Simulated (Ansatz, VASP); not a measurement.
## SnTe in VASP and in Ansatz

```
Sn Te
1.0
     0.00000    3.47634    3.47634
     3.47634    0.00000    3.47634
     3.47634    3.47634    0.00000
Sn Te
1 1
Direct
  0.00000 0.00000 0.00000
  0.25000 0.25000 0.25000
```

Alike in both runs: task single point; functional PBE; k mesh 4 × 4 × 4; occupations gaussian, width 0.05 eV; no spin polarisation.

```csv
,VASP,Ansatz
version,VASP 6.6.1,Ansatz 0.2.0
potentials or method,"VASP PAW PBE potentials, release 64 (Sn_d, Te), cutoff 500 eV","scalar-relativistic, plane waves, PAW"
valence electrons in the cell,20,30
```

|  | VASP | Ansatz | Ansatz less VASP |
| --- | --- | --- | --- |
| gap on the k mesh at the Fermi level (eV) | none | none | - |
| pressure (GPa) | 2.5 | 2.5 | +0.02 |

A gap of «none» marks a metal or a gap that the smearing closes. The functional is the same, so the differences come from potentials, cutoffs and numerics. VASP's potentials hold 20 valence electrons a cell and Ansatz's 30, so a difference there can come from the potentials and not from the codes.

The k mesh is coarse, so the values compare programs but aren't converged. Spin-orbit coupling is off throughout.
